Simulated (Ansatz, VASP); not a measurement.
**One calculation of Ag, two programs**

The input INCAR:

```
SYSTEM = Ag
ALGO = Normal
EDIFF = 1E-6
ENCUT = 520
GGA = PE
ISIF = 2
ISMEAR = -1
LASPH = .TRUE.
LCHARG = .FALSE.
LREAL = .FALSE.
LWAVE = .FALSE.
NBANDS = 12
NELM = 80
PREC = Accurate
SIGMA = 0.05
```

The input KPOINTS:

```
k-points
0
G
  15 15 15
  0 0 0
```

The input POSCAR:

```
Ag
1.0
    0.0000000000      2.0633300285      2.0633300285
    2.0633300285      0.0000000000      2.0633300285
    2.0633300285      2.0633300285      0.0000000000
Ag
1
Direct
    0.0000000000      0.0000000000      0.0000000000
```

Input for Ansatz:

```yaml
crystal:
  lattice:
    - [0.0, 2.0633300285, 2.0633300285]
    - [2.0633300285, 0.0, 2.0633300285]
    - [2.0633300285, 2.0633300285, 0.0]
  atoms:
    - { symbol: Ag, position: [0.0, 0.0, 0.0] }
kpoints:
  mp_grid: { grid: [15, 15, 15] }
scf:
  occupations: { method: fermi_dirac, width: 0.05 }
hamiltonian:
  xc: pbe
  pseudopotentials: { kind: all_electron, lapw: { basis_error: 0.001 } }
output:
  forces: true
  stress: true
  eigenvalues: true
```

Change from the starting cell: volume scaled by 1.03.

Alike in both runs: task single point; functional PBE; k mesh 15 × 15 × 15; occupations fermi-dirac, width 0.05 eV; no spin polarisation.

```csv
,VASP,Ansatz
version,VASP 6.6.1,Ansatz 0.2.0
potentials or method,"VASP PAW PBE potentials, release 64 (Ag), cutoff 520 eV","all-electron LAPW, scalar-relativistic"
```

```tsv
	VASP	Ansatz	Ansatz less VASP
pressure (GPa)	1.3	1.4	+0.11
```

Ansatz ran all-electron here, and VASP with PAW potentials.
